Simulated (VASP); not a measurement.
Here is a VASP 6.6.1 calculation.

File INCAR:

```
ALGO     = Normal         # electronic algorithm
EDIFF    = 1E-6           # SCF threshold, eV
ENCUT    = 520            # plane-wave cutoff, eV
GGA      = PE             # functional
ISIF     = 2              # what is computed and relaxed
ISMEAR   = 1              # smearing method
ISPIN    = 2              # spin polarisation
LASPH    = True           # aspherical terms in the spheres
LCHARG   = False          # write CHGCAR
LMAXMIX  = 4              # l up to which the mixer works
LORBIT   = 11             # projections on sites
LREAL    = False          # projectors in reciprocal space
LWAVE    = False          # write WAVECAR
MAGMOM   = 2.208          # initial moments
NBANDS   = 14             # bands
NELM     = 150            # most SCF steps
PREC     = Accurate       # precision mode
SIGMA    = 0.3            # smearing width, eV
```

Contents of KPOINTS:

```
k-points
0
Gamma
  15 15 15
```

File POSCAR:

```
Fe
1.0
   -1.4163059769      1.4163059769      1.4163059769
    1.4163059769     -1.4163059769      1.4163059769
    1.4163059769      1.4163059769     -1.4163059769
Fe
1
Direct
    0.0000000000      0.0000000000      0.0000000000
```

Potentials or basis: VASP PAW PBE potentials, release 64 (Fe).

Run with:

```bash
$ cat potpaw_PBE.64/Fe/POTCAR > POTCAR
$ mpirun -np 1 vasp_std > vasp.out
```

(1) Estimate the net moment.

(2) What does it give for the site moments?

Answers

(1) 2.19 μB per cell.

(2) Fe +2.19 μB.
